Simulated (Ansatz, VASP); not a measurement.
## One calculation of TaN, two programs

```xyz
2
Lattice="0.0000 2.2230 2.2230 2.2230 0.0000 2.2230 2.2230 2.2230 0.0000" Properties=species:S:1:pos:R:3 pbc="T T T"
Ta    0.0000    0.0000    0.0000
N     2.2230    2.2230    2.2230
```

Alike in both runs: task single point; functional PBE; k mesh 10 × 10 × 10; occupations fermi-dirac, width 0.0816 eV; no spin polarisation.

|  | VASP | Ansatz |
| --- | --- | --- |
| version | VASP 6.6.1 | Ansatz 0.2.0 |
| potentials or method | VASP PAW PBE potentials, release 64 (Ta_pv, N), cutoff 520 eV | all-electron LAPW, scalar-relativistic |

|  | VASP | Ansatz | Ansatz less VASP |
| --- | --- | --- | --- |
| pressure (GPa) | -5.5 | -6.0 | -0.54 |

Ansatz ran all-electron here, and VASP with PAW potentials.

Neither program's run includes spin-orbit coupling.
